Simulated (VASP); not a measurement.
BAs: vibrations by perturbation theory with PBEsol

BAs:

```
CELL_PARAMETERS angstrom
0.00000 2.37295 2.37295
2.37295 0.00000 2.37295
2.37295 2.37295 0.00000
ATOMIC_POSITIONS crystal
B 0.00000 0.00000 0.00000
As 0.75000 0.75000 0.75000
```

```json
{
 "Program": "VASP 6.6.1",
 "Task": "vibrations by perturbation theory",
 "Functional": "PBEsol",
 "Potentials or basis": "VASP PAW PBE potentials, release 64 (B, As)",
 "Cutoff": "520 eV",
 "k mesh": "10 × 10 × 10",
 "Occupations": "gaussian, width 0.01 eV",
 "Spin": "no spin polarisation",
 "Dipole correction": "no",
 "Further INCAR settings": "ALGO = Normal; EDIFF = 1e-08; IBRION = 8; NSW = 1"
}
```

- Electronic dielectric tensor (diagonal): 9.92
- Born charges (mean of the diagonal): B -0.56; As +0.56 e
- Highest phonon frequency at Γ, LO-TO splitting left out: 706 cm⁻¹

Phonon frequencies in cm⁻¹ (negative: imaginary):
```csv
q point,frequencies
"(0.000, 0.000, 0.000)",0 0 0 706 706 706
```

Electronic dielectric tensor:
```
9.92 0.00 0.00
0.00 9.92 0.00
0.00 0.00 9.92
```

Born effective charge tensors (e):
atom 1, B
```
-0.56  0.00  0.00
 0.00 -0.56  0.00
 0.00  0.00 -0.56
```
atom 2, As
```
0.56 0.00 0.00
0.00 0.56 0.00
0.00 0.00 0.56
```

It took 10 min on 1 thread of Intel Xeon 8259CL, on a shared host, peak memory 0.25 GiB.

Caveat: the cell stands under pressure or tension, which shifts response properties.
